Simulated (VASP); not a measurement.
# SrO (Fm-3m) in VASP: single point with PBE

Aim: the single point of SrO with PBE.

All numbers are computed with VASP 6.6.1; they aren't measurements. Logs are shortened: lines on timing, memory, paths and dates and some standing lists are left out, and cuts for length are marked.

### Step 1. The cell of the first run

It takes space group Fm-3m (No. 225, cubic). Conventional cell: a = 5.160 Å, b = 5.160 Å, c = 5.160 Å, α = 90.00°, β = 90.00°, γ = 90.00°. Within 3.4 Å of Sr (site symmetry m-3m) lie 6 O at 2.58 Å. O (site symmetry m-3m) has 6 Sr at 2.58 Å within 3.4 Å.

### Step 2. Single point, PBE

INCAR reads:

```
PREC     = Accurate       # precision mode
ENCUT    = 520            # plane-wave cutoff, eV
EDIFF    = 1E-7           # SCF threshold, eV
ISMEAR   = 0              # smearing method
SIGMA    = 0.01           # smearing width, eV
LREAL    = F              # projectors in reciprocal space
LASPH    = T              # aspherical terms in the spheres
NELM     = 60             # most SCF steps
ALGO     = Normal         # electronic algorithm
ISIF     = 2              # what is computed and relaxed
LWAVE    = F              # write WAVECAR
LCHARG   = F              # write CHGCAR
GGA      = PE             # functional
NBANDS   = 15             # bands
```

KPOINTS reads:

```
Automatic mesh
0
Gamma
  6 6 6
```

POSCAR reads:

```
SrO
1.0
    0.0000000000      2.5798927166      2.5798927166
    2.5798927166      0.0000000000      2.5798927166
    2.5798927166      2.5798927166      0.0000000000
Sr O
1 1
Direct
    0.5000000000      0.5000000000      0.5000000000
    0.0000000000      0.0000000000      0.0000000000
```

Potentials or basis: VASP PAW PBE potentials, release 64 (Sr_sv, O).

Started as:

```
$ cat potpaw_PBE.64/Sr_sv/POTCAR potpaw_PBE.64/O/POTCAR > POTCAR
$ mpirun -np 1 vasp_std > vasp.out
```

OUTCAR:

```text
PREC = Accurate
   ENCUT = 520
   EDIFF = 1E-7
   ISMEAR = 0
   LREAL = F
   LASPH = T
   NELM = 60
   ISIF = 2
   GGA = PE

 ion  position               nearest neighbor table
   1  0.500  0.500  0.500-   2 2.58   2 2.58   2 2.58   2 2.58   2 2.58   2 2.58
   2  0.000  0.000  0.000-   1 2.58   1 2.58   1 2.58   1 2.58   1 2.58   1 2.58

  LATTYP: Found a face centered cubic cell.
 ALAT       =     5.1597854332

  Lattice vectors:

 A1 = (   0.0000000000,   2.5798927166,   2.5798927166)
 A2 = (   2.5798927166,   0.0000000000,   2.5798927166)
 A3 = (   2.5798927166,   2.5798927166,   0.0000000000)

Analysis of symmetry for initial positions (statically):
=====================================================================
 Subroutine PRICEL returns:
 Original cell was already a primitive cell.

 Routine SETGRP: Setting up the symmetry group for a
 face centered cubic supercell.

 Subroutine GETGRP returns: Found 48 space group operations
 (whereof 48 operations were pure point group operations)
 out of a pool of 48 trial point group operations.

The static configuration has the point symmetry O_h .

Analysis of symmetry for dynamics (positions and initial velocities):
=====================================================================
 Subroutine PRICEL returns:
 Original cell was already a primitive cell.

 Routine SETGRP: Setting up the symmetry group for a
 face centered cubic supercell.

 Subroutine GETGRP returns: Found 48 space group operations
 (whereof 48 operations were pure point group operations)
 out of a pool of 48 trial point group operations.

The dynamic configuration has the point symmetry O_h .

 Subroutine INISYM returns: Found 48 space group operations
 (whereof 48 operations are pure point group operations),
 and found     1 'primitive' translations

----------------------------------------------------------------------------------------

                                     Primitive cell

  volume of cell :      34.3427

  direct lattice vectors                    reciprocal lattice vectors
     0.000000000  2.579892717  2.579892717    -0.193806509  0.193806509  0.193806509
     2.579892717  0.000000000  2.579892717     0.193806509 -0.193806509  0.193806509
     2.579892717  2.579892717  0.000000000     0.193806509  0.193806509 -0.193806509

  length of vectors
     3.648519269  3.648519269  3.648519269     0.335682720  0.335682720  0.335682720

  position of ions in fractional coordinates (direct lattice)
     0.500000000  0.500000000  0.500000000
     0.000000000  0.000000000  0.000000000

  ion indices of the primitive-cell ions
   primitive index   ion index
                 1           1
                 2           2

----------------------------------------------------------------------------------------

 KPOINTS: Automatic mesh

Automatic generation of k-mesh.
 Grid dimensions read from file:
 generate k-points for:    6    6    6

 Generating k-lattice:

  Cartesian coordinates                     Fractional coordinates (reciprocal lattice)
    -0.032301085  0.032301085  0.032301085     0.166666667  0.000000000  0.000000000
     0.032301085 -0.032301085  0.032301085     0.000000000  0.166666667  0.000000000
     0.032301085  0.032301085 -0.032301085     0.000000000  0.000000000  0.166666667

  Length of vectors
     0.055947120  0.055947120  0.055947120

  Shift w.r.t. Gamma in fractional coordinates (k-lattice)
     0.000000000  0.000000000  0.000000000

 Subroutine IBZKPT returns following result:
 ===========================================

 Found     16 irreducible k-points:

 Following reciprocal coordinates:
            Coordinates               Weight
  0.000000  0.000000  0.000000      1.000000
  0.166667  0.000000  0.000000      8.000000
  0.333333  0.000000  0.000000      8.000000
  0.500000  0.000000  0.000000      4.000000
  0.166667  0.166667  0.000000      6.000000
  0.333333  0.166667  0.000000     24.000000
[... 8 lines left out ...]
 -0.333333  0.333333  0.166667     24.000000
 -0.333333  0.500000  0.166667     12.000000
   k-points           NKPTS =     16   k-points in BZ     NKDIM =     16   number of bands    NBANDS=     15
   number of dos      NEDOS =    301   number of ions     NIONS =      2
   total plane-waves  NPLWV =  21952
   dimension x,y,z NGX =    28 NGY =   28 NGZ =   28
   dimension x,y,z NGXF=    56 NGYF=   56 NGZF=   56
   ions per type =               1   1
   NGX,Y,Z   is equivalent  to a cutoff of  12.76, 12.76, 12.76 a.u.
   NGXF,Y,Z  is equivalent  to a cutoff of  25.52, 25.52, 25.52 a.u.
 SYSTEM =  unknown system
   PREC   = accura    normal or accurate (medium, high low for compatibility)
   ISTART =      0    job   : 0-new  1-cont  2-samecut
   ICHARG =      2    charge: 1-file 2-atom 10-const
   ISPIN  =      1    spin polarized calculation?
   LNONCOLLINEAR =      F non collinear calculations
   LSORBIT =      F    spin-orbit coupling
   LASPH  =      T    aspherical Exc in radial PAW
   ENCUT  =  520.0 eV  38.22 Ry    6.18 a.u.   6.78  6.78  6.78*2*pi/ulx,y,z
   NELM   =     60;   NELMIN=  2; NELMDL= -5     # of ELM steps
   EDIFF  = 0.1E-06   stopping-criterion for ELM
   LREAL  =      F    real-space projection
   EDIFFG = 0.1E-05   stopping-criterion for IOM
   NSW    =      0    number of steps for IOM
   IBRION =     -1    ionic relax: 0-MD 1-quasi-New 2-CG
   NFREE  =      0    steps in history (QN), initial steepest desc. (CG)
   ISIF   =      2    stress and relaxation
   ISYM   =      2    0-nonsym 1-usesym 2-fastsym
   POTIM  = 0.5000    time-step for ionic-motion
   TEBEG  =    0.0;   TEEND  =   0.0 temperature during run
   PSTRESS=    0.0 pullay stress
   NELECT =      16.0000    total number of electrons
   NUPDOWN=      -1.0000    fix difference up-down
   EMIN   =  10.00;   EMAX   =-10.00  energy-range for DOS
   EFERMI =   0.00;   METHOD = LEGACY
   ISMEAR =     0;   SIGMA  =   0.01  broadening in eV -4-tet -1-fermi 0-gaus
   EFERMI_NEDOS =   21; number of points for ismear=-14 and -15
   IALGO  =     38    algorithm
   IMIX   =      4    mixing-type and parameters
     AMIX     =   0.40;   BMIX     =  1.00
     AMIX_MAG =   1.60;   BMIX_MAG =  1.00
  volume/ion in A,a.u.               =      17.17       115.88
  Fermi-wavevector in a.u.,A,eV,Ry     =   1.269121  2.398292 21.914485  1.610669
  Thomas-Fermi vector in A             =   2.402180
   LORBIT       =      0    0 simple, 1 ext, 2 COOP (PROOUT), +10 PAW based schemes
   GGA     = PE    functional components
   LHFCALC =     F    Hartree Fock is set to
   AEXX    =    0.0000 exact exchange contribution
   IVDW    =     0    specifies the selected vdW correction
   LEPSILON=     F    determine dielectric tensor
   LRPA    =     F    only Hartree local field effects (RPA)
 non-spin polarized calculation
 Gauss-broadening in eV      SIGMA  =   0.01
  energy-cutoff  :      520.00
  volume of cell :       34.34
 maximum number of plane-waves:       941
   NGX = 13   NGY = 13   NGZ = 13

 number of electron      15.9999998 magnetization

 Free energy of the ion-electron system (eV)
  ---------------------------------------------------
  ext. energy  EPLUGINS =         0.00000000
  ---------------------------------------------------
  free energy    TOTEN  =       -12.04783286 eV

  energy without entropy =      -12.04783286  energy(sigma->0) =      -12.04783286

 E-fermi :   1.7333     XC(G=0):  -9.9774

 val. band max:        1.6151225433   @ k =   0.0000   0.0000   0.0000
 cond. band min:       4.8853612045   @ k =   0.5000   0.5000   0.0000
 fundamental gap:      3.2702386612
 Fermi energy:         1.7332779325

 k-point     1 :       0.0000    0.0000    0.0000
  band No.  band energies     occupation
      1     -30.8108      2.00000
      2     -13.4623      2.00000
      3     -12.4593      2.00000
      4     -12.4593      2.00000
      5     -12.4593      2.00000
      6       1.6151      2.00000
      7       1.6151      2.00000
      8       1.6151      2.00000
      9       5.5243      0.00000
     10       7.8024      0.00000
     11       7.8024      0.00000
     12       7.8024      0.00000
     13       9.9463      0.00000
     14       9.9463      0.00000
     15      14.2758      0.00000

 k-point     2 :       0.1667    0.0000    0.0000
  band No.  band energies     occupation
      1     -30.7783      2.00000
      2     -14.0237      2.00000
      3     -12.4796      2.00000
      4     -12.4796      2.00000
      5     -11.9781      2.00000
      6       0.8980      2.00000
      7       1.2929      2.00000
      8       1.2929      2.00000
      9       6.6688      0.00000
     10       7.6040      0.00000
     11       8.3299      0.00000
     12       8.3299      0.00000
     13      10.6317      0.00000
     14      10.6317      0.00000
     15      15.9099      0.00000

 k-point     3 :       0.3333    0.0000    0.0000
  band No.  band energies     occupation
      1     -30.7123      2.00000
      2     -14.7021      2.00000
      3     -12.5195      2.00000
      4     -12.5195      2.00000
      5     -11.4613      2.00000
      6      -0.1192      2.00000
      7       0.7406      2.00000
      8       0.7406      2.00000
      9       7.7725      0.00000
     10       8.8064      0.00000
     11       9.6050      0.00000
     12       9.6050      0.00000
     13      12.1728      0.00000
     14      12.1728      0.00000
     15      17.3516      0.00000

 k-point     4 :       0.5000    0.0000    0.0000
  band No.  band energies     occupation
      1     -30.6787      2.00000
      2     -14.9691      2.00000
      3     -12.5390      2.00000
      4     -12.5390      2.00000
      5     -11.2749      2.00000
      6      -0.5353      2.00000
      7       0.4978      2.00000
      8       0.4978      2.00000
      9       8.1222      0.00000
     10       9.9881      0.00000
     11      10.4019      0.00000
     12      10.4019      0.00000
     13      13.4295      0.00000
     14      13.4295      0.00000
     15      16.2489      0.00000
[... 163 lines left out ...]
 k-point    14 :       0.5000    0.3333    0.1667
  band No.  band energies     occupation
      1     -30.6706      2.00000
      2     -14.4535      2.00000
      3     -12.8619      2.00000
      4     -12.6989      2.00000
      5     -11.7925      2.00000
      6       0.2834      2.00000
      7       0.7964      2.00000
      8       1.2496      2.00000
      9       6.6535      0.00000
     10       8.7776      0.00000
     11      10.3501      0.00000
     12      10.9827      0.00000
     13      12.3352      0.00000
     14      13.5986      0.00000
     15      15.8471      0.00000

 k-point    15 :      -0.3333    0.3333    0.1667
  band No.  band energies     occupation
      1     -30.6489      2.00000
      2     -14.4406      2.00000
      3     -12.9732      2.00000
      4     -12.8317      2.00000
      5     -11.7652      2.00000
      6       0.2997      2.00000
      7       0.9411      2.00000
      8       1.0000      2.00000
      9       7.7904      0.00000
     10       7.9160      0.00000
     11      10.5171      0.00000
     12      11.6418      0.00000
     13      12.9711      0.00000
     14      14.4772      0.00000
     15      15.2089      0.00000

 k-point    16 :      -0.3333    0.5000    0.1667
  band No.  band energies     occupation
      1     -30.6393      2.00000
      2     -14.0199      2.00000
      3     -13.2486      2.00000
      4     -12.9628      2.00000
      5     -12.0500      2.00000
      6       0.7403      2.00000
      7       1.1400      2.00000
      8       1.2692      2.00000
      9       6.2502      0.00000
     10       9.1489      0.00000
     11       9.9956      0.00000
     12      12.5294      0.00000
     13      12.6343      0.00000
     14      14.4600      0.00000
     15      14.9891      0.00000

------------------------ aborting loop because EDIFF is reached ----------------------------------------

  FORCE on cell =-STRESS in cart. coord.  units (eV):
  Direction    XX          YY          ZZ          XY          YZ          ZX
  --------------------------------------------------------------------------------------
  -------------------------------------------------------------------------------------
  Total        0.5058997      0.5058997      0.5058997     -0.0000000      0.0000000     -0.0000000
  in kB       23.6015261     23.6015261     23.6015261     -0.0000000      0.0000000     -0.0000000
  external PRESSURE =      23.6015261 kB  Pullay stress =       0.0000000 kB

 VOLUME and BASIS-vectors are now :
 -----------------------------------------------------------------------------
  energy-cutoff  :      520.00
  volume of cell :       34.34
      direct lattice vectors                 reciprocal lattice vectors
     0.000000000  2.579892717  2.579892717    -0.193806509  0.193806509  0.193806509
     2.579892717  0.000000000  2.579892717     0.193806509 -0.193806509  0.193806509
     2.579892717  2.579892717  0.000000000     0.193806509  0.193806509 -0.193806509

 POSITION                                       TOTAL-FORCE (eV/Angst)
 -----------------------------------------------------------------------------------
      2.57989      2.57989      2.57989        -0.000000     -0.000000      0.000000
      0.00000      0.00000      0.00000         0.000000      0.000000     -0.000000
 -----------------------------------------------------------------------------------
    total drift:                                0.000000      0.000000      0.000000

  FREE ENERGIE OF THE ION-ELECTRON SYSTEM (eV)
  ---------------------------------------------------
  free  energy   TOTEN  =       -12.0478328588 eV

  energy  without entropy=      -12.0478328588  energy(sigma->0) =      -12.04783286
```

It took 7.5 s on 1 thread of Intel Xeon 6975P-C, shared host; peak memory 0.16 GiB.

Results:

| Item | Value |
| --- | --- |
| Free energy | -12.0478 eV |
| Pressure | 2.4 GPa |
| Band gap on the k mesh | 3.27 eV, indirect (least direct gap 3.37 eV) |
